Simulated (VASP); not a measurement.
# P (P1) in VASP: single point with PBE

Aim: the single point of P with PBE.

All numbers are computed with VASP 6.6.1; they aren't measurements. Logs are shortened: lines on timing, memory, paths and dates and some standing lists are left out, and cuts for length are marked.

### Step 1. The cell of the first run

The typed cell holds 5 atoms: a = 5.122 Å, b = 5.111 Å, c = 4.983 Å, α = 82.72°, β = 107.84°, γ = 115.53°.

### Step 2. Single point, PBE

Contents of INCAR:

```
SYSTEM = P
PREC = Accurate ; ENCUT = 520
EDIFF = 1E-6 ; ISMEAR = 0
SIGMA = 0.1 ; LREAL = .False.
LASPH = .True. ; NELM = 80
ALGO = Normal ; ISIF = 2
LWAVE = .False. ; LCHARG = .True.
GGA = PE ; LELF = .True.
LVHAR = .True. ; NBANDS = 20
```

Contents of KPOINTS:

```
regular mesh
0
Gamma
  6 6 4
  0 0 0
```

Contents of POSCAR:

```
P
1.0
    2.7018012872     -4.2917208483     -0.7155808369
    2.7411602008      4.3025779583      0.3112705470
   -0.4807717651      0.7008063280      4.9104535019
P
5
Direct
    0.6005317656      0.9262868183      0.1950435422
   -0.1452795311      0.5048944695      0.7692402123
    0.1497905061      0.5710907390      0.2170272850
    0.4427309148      1.1139315273      0.7929153966
   -0.0477736555     -0.1162035540      0.0257735639
```

Potentials or basis: VASP PAW PBE potentials, release 64 (P).

Started as:

```console
cat potpaw_PBE.64/P/POTCAR > POTCAR
mpirun -np 1 vasp_std > vasp.out
```

OUTCAR:

```text
SYSTEM = P
   PREC = Accurate
   ENCUT = 520
   EDIFF = 1E-6
   ISMEAR = 0
   LREAL = .False.
   LASPH = .True.
   NELM = 80
   ISIF = 2
   GGA = PE

 ion  position               nearest neighbor table
   1  0.601  0.926  0.195-   4 2.19   3 2.26   5 2.31
   2  0.855  0.505  0.769-   4 2.22   5 2.24   3 2.25
   3  0.150  0.571  0.217-   5 2.21   2 2.25   1 2.26
   4  0.443  0.114  0.793-   1 2.19   2 2.22   5 2.82
   5  0.952  0.884  0.026-   3 2.21   2 2.24   1 2.31   4 2.82

  LATTYP: Found a triclinic cell.
 ALAT       =     6.6712883555
 B/A-ratio  =     1.3867958156
 C/A-ratio  =     0.7470004024
 COS(alpha) =     0.0296858123
 COS(beta)  =     0.6499699450
 COS(gamma) =     0.6858718456

  Lattice vectors:

 A1 = (   3.2219319659,   3.6017716303,  -4.5991829549)
 A2 = (   8.1841216888,   4.3134350683,  -0.0930397429)
 A3 = (   0.4807717651,  -0.7008063280,  -4.9104535019)

Analysis of symmetry for initial positions (statically):
=====================================================================
 Subroutine PRICEL returns:
 Original cell was already a primitive cell.

 Routine SETGRP: Setting up the symmetry group for a
 triclinic supercell.

 Subroutine GETGRP returns: Found  1 space group operations
 (whereof  1 operations were pure point group operations)
 out of a pool of  2 trial point group operations.

The static configuration has the point symmetry C_1 .

Analysis of symmetry for dynamics (positions and initial velocities):
=====================================================================
 Subroutine PRICEL returns:
 Original cell was already a primitive cell.

 Routine SETGRP: Setting up the symmetry group for a
 triclinic supercell.

 Subroutine GETGRP returns: Found  1 space group operations
 (whereof  1 operations were pure point group operations)
 out of a pool of  2 trial point group operations.

The dynamic configuration has the point symmetry C_1 .

 Subroutine INISYM returns: Found  1 space group operations
 (whereof  1 operations are pure point group operations),
 and found     1 'primitive' translations

----------------------------------------------------------------------------------------

                                     Primitive cell

  volume of cell :     112.0486

  direct lattice vectors                    reciprocal lattice vectors
     2.701801287 -4.291720848 -0.715580837     0.186610644 -0.121465017  0.035605791
     2.741160201  4.302577958  0.311270547     0.183606086  0.115334186  0.001516295
    -0.480771765  0.700806328  4.910453502     0.015555352 -0.025011574  0.208739752

  length of vectors
     5.121587056  5.111068938  4.983455086     0.225488481  0.216830506  0.210807570

  position of ions in fractional coordinates (direct lattice)
     0.600531766  0.926286818  0.195043542
     0.854720469  0.504894470  0.769240212
     0.149790506  0.571090739  0.217027285
     0.442730915  0.113931527  0.792915397
     0.952226344  0.883796446  0.025773564

  ion indices of the primitive-cell ions
   primitive index   ion index
                 1           1
                 2           2
                 3           3
                 4           4
                 5           5

----------------------------------------------------------------------------------------

 KPOINTS: regular mesh

Automatic generation of k-mesh.
 Grid dimensions read from file:
 generate k-points for:    6    6    4

 Generating k-lattice:

  Cartesian coordinates                     Fractional coordinates (reciprocal lattice)
     0.031101774 -0.020244169  0.005934298     0.166666667  0.000000000  0.000000000
     0.030601014  0.019222364  0.000252716    -0.000000000  0.166666667 -0.000000000
     0.003888838 -0.006252894  0.052184938     0.000000000  0.000000000  0.250000000

  Length of vectors
     0.037581413  0.036138418  0.052701893

  Shift w.r.t. Gamma in fractional coordinates (k-lattice)
     0.000000000  0.000000000  0.000000000

 Subroutine IBZKPT returns following result:
 ===========================================

 Found     76 irreducible k-points:

 Following reciprocal coordinates:
            Coordinates               Weight
  0.000000  0.000000  0.000000      1.000000
  0.166667 -0.000000  0.000000      2.000000
  0.333333 -0.000000  0.000000      2.000000
  0.500000 -0.000000  0.000000      1.000000
  0.000000  0.166667 -0.000000      2.000000
  0.166667  0.166667  0.000000      2.000000
[... 16 lines left out ...]
  0.333333  0.000000  0.250000      2.000000
  0.500000 -0.000000  0.250000      2.000000
 [... further k-points ...]
   k-points           NKPTS =     76   k-points in BZ     NKDIM =     76   number of bands    NBANDS=     20
   number of dos      NEDOS =    301   number of ions     NIONS =      5
   total plane-waves  NPLWV =  64000
   dimension x,y,z NGX =    40 NGY =   40 NGZ =   40
   dimension x,y,z NGXF=    80 NGYF=   80 NGZF=   80
   ions per type =               5
   NGX,Y,Z   is equivalent  to a cutoff of  12.98, 13.01, 13.34 a.u.
   NGXF,Y,Z  is equivalent  to a cutoff of  25.97, 26.02, 26.69 a.u.
 SYSTEM =  P
   PREC   = accura    normal or accurate (medium, high low for compatibility)
   ISTART =      0    job   : 0-new  1-cont  2-samecut
   ICHARG =      2    charge: 1-file 2-atom 10-const
   ISPIN  =      1    spin polarized calculation?
   LNONCOLLINEAR =      F non collinear calculations
   LSORBIT =      F    spin-orbit coupling
   LASPH  =      T    aspherical Exc in radial PAW
   ENCUT  =  520.0 eV  38.22 Ry    6.18 a.u.   9.52  9.50  9.27*2*pi/ulx,y,z
   NELM   =     80;   NELMIN=  2; NELMDL= -5     # of ELM steps
   EDIFF  = 0.1E-05   stopping-criterion for ELM
   LREAL  =      F    real-space projection
[... 7 lines left out ...]
   TEBEG  =    0.0;   TEEND  =   0.0 temperature during run
   PSTRESS=    0.0 pullay stress
   NELECT =      25.0000    total number of electrons
   NUPDOWN=      -1.0000    fix difference up-down
   EMIN   =  10.00;   EMAX   =-10.00  energy-range for DOS
   EFERMI =   0.00;   METHOD = LEGACY
   ISMEAR =     0;   SIGMA  =   0.10  broadening in eV -4-tet -1-fermi 0-gaus
   EFERMI_NEDOS =   21; number of points for ismear=-14 and -15
   IALGO  =     38    algorithm
   IMIX   =      4    mixing-type and parameters
     AMIX     =   0.40;   BMIX     =  1.00
     AMIX_MAG =   1.60;   BMIX_MAG =  1.00
  volume/ion in A,a.u.               =      22.41       151.23
  Fermi-wavevector in a.u.,A,eV,Ry     =   0.992932  1.876369 13.414161  0.985913
  Thomas-Fermi vector in A             =   2.124778
   LORBIT       =      0    0 simple, 1 ext, 2 COOP (PROOUT), +10 PAW based schemes
   GGA     = PE    functional components
   LHFCALC =     F    Hartree Fock is set to
   AEXX    =    0.0000 exact exchange contribution
   IVDW    =     0    specifies the selected vdW correction
   LEPSILON=     F    determine dielectric tensor
   LRPA    =     F    only Hartree local field effects (RPA)
 non-spin polarized calculation
 Gauss-broadening in eV      SIGMA  =   0.10
  energy-cutoff  :      520.00
  volume of cell :      112.05
 maximum number of plane-waves:      3032
 NGX is ok and might be reduce to    40
   NGX = 19   NGY = 19   NGZ = 19

 number of electron      25.0000001 magnetization

 Free energy of the ion-electron system (eV)
  ---------------------------------------------------
  ext. energy  EPLUGINS =         0.00000000
  ---------------------------------------------------
  free energy    TOTEN  =       -25.36703397 eV

  energy without entropy =      -25.35896572  energy(sigma->0) =      -25.36299985

 E-fermi :   4.3957     XC(G=0):  -9.0102

 val. band max:        4.3343545853   @ k =   0.1667   0.1667   0.2500
 cond. band min:       4.4069411145   @ k =  -0.1667   0.3333   0.2500
 fundamental gap:      0.0725865292
 Fermi energy:         4.3957360320

 k-point     1 :       0.0000    0.0000    0.0000
  band No.  band energies     occupation
      1     -10.5567      2.00000
      2      -6.5347      2.00000
      3      -6.0925      2.00000
      4      -4.5039      2.00000
      5      -2.5698      2.00000
      6      -1.2702      2.00000
[... 12 lines left out ...]
     19       9.3322      0.00000
     20      10.2106      0.00000

 k-point     2 :       0.1667   -0.0000    0.0000
  band No.  band energies     occupation
      1     -10.4185      2.00000
      2      -7.1826      2.00000
      3      -5.8444      2.00000
      4      -4.5458      2.00000
      5      -2.1766      2.00000
      6      -1.5437      2.00000
[... 12 lines left out ...]
     19       8.6906      0.00000
     20       9.6136      0.00000

 k-point     3 :       0.3333   -0.0000    0.0000
  band No.  band energies     occupation
      1     -10.0374      2.00000
      2      -8.0923      2.00000
      3      -5.8808      2.00000
      4      -4.3657      2.00000
      5      -2.2845      2.00000
      6      -1.2772      2.00000
[... 12 lines left out ...]
     19       8.2794      0.00000
     20       9.7369      0.00000

 k-point     4 :       0.5000   -0.0000    0.0000
  band No.  band energies     occupation
      1      -9.6983      2.00000
      2      -8.6311      2.00000
      3      -5.9464      2.00000
      4      -4.2193      2.00000
      5      -2.5053      2.00000
      6      -1.1201      2.00000
[... 429 lines left out ...]
 k-point    23 :       0.3333    0.0000    0.2500
  band No.  band energies     occupation
      1      -9.9211      2.00000
      2      -8.1245      2.00000
      3      -6.0669      2.00000
      4      -4.5763      2.00000
      5      -2.1442      2.00000
      6      -1.3315      2.00000
[... 12 lines left out ...]
     19       9.0778      0.00000
     20       9.8243      0.00000

 k-point    24 :       0.5000   -0.0000    0.2500
  band No.  band energies     occupation
      1      -9.6754      2.00000
      2      -8.5347      2.00000
      3      -6.0039      2.00000
      4      -4.4083      2.00000
      5      -2.6087      2.00000
      6      -1.1978      2.00000
[... 12 lines left out ...]
     19       9.0352      0.00000
     20      10.1058      0.00000

 [... further k-points ...]

------------------------ aborting loop because EDIFF is reached ----------------------------------------

  FORCE on cell =-STRESS in cart. coord.  units (eV):
  Direction    XX          YY          ZZ          XY          YZ          ZX
  --------------------------------------------------------------------------------------
  -------------------------------------------------------------------------------------
  Total       -0.1833550     -0.1618870     -0.1938513     -0.0194027      0.1041042     -0.0788389
  in kB       -2.6217834     -2.3148138     -2.7718693     -0.2774382      1.4885804     -1.1273135
  external PRESSURE =      -2.5694888 kB  Pullay stress =       0.0000000 kB

 VOLUME and BASIS-vectors are now :
 -----------------------------------------------------------------------------
  energy-cutoff  :      520.00
  volume of cell :      112.05
      direct lattice vectors                 reciprocal lattice vectors
     2.701801287 -4.291720848 -0.715580837     0.186610644 -0.121465017  0.035605791
     2.741160201  4.302577958  0.311270547     0.183606086  0.115334186  0.001516295
    -0.480771765  0.700806328  4.910453502     0.015555352 -0.025011574  0.208739752

 POSITION                                       TOTAL-FORCE (eV/Angst)
 -----------------------------------------------------------------------------------
      4.06785      1.54479      0.81635        -0.025431      0.028600     -0.054443
      3.32345     -0.95679      3.32286         0.004702      0.012429      0.066413
      1.86581      1.96640      1.13628         0.026313      0.054052     -0.055859
      1.12726     -0.85420      3.61223         0.028018     -0.037426      0.042591
      4.98296     -0.26602     -0.27974        -0.033603     -0.057656      0.001298
 -----------------------------------------------------------------------------------
    total drift:                                0.000098     -0.000098     -0.000019

  FREE ENERGIE OF THE ION-ELECTRON SYSTEM (eV)
  ---------------------------------------------------
  free  energy   TOTEN  =       -25.3670339736 eV

  energy  without entropy=      -25.3589657232  energy(sigma->0) =      -25.36299985
```

It took 2.2 min on 1 thread of Intel Xeon Platinum 8488C (Sapphire Rapids), shared host; peak memory 0.29 GiB.

Results:

```
Free energy   : -25.3670 eV
Pressure      : -0.3 GPa
Largest force : 0.082 eV/Å
```

Forces in eV/Å, atoms in the order of the input:
```
P   -0.025  0.029 -0.054
P    0.005  0.012  0.066
P    0.026  0.054 -0.056
P    0.028 -0.037  0.043
P   -0.034 -0.058  0.001
```
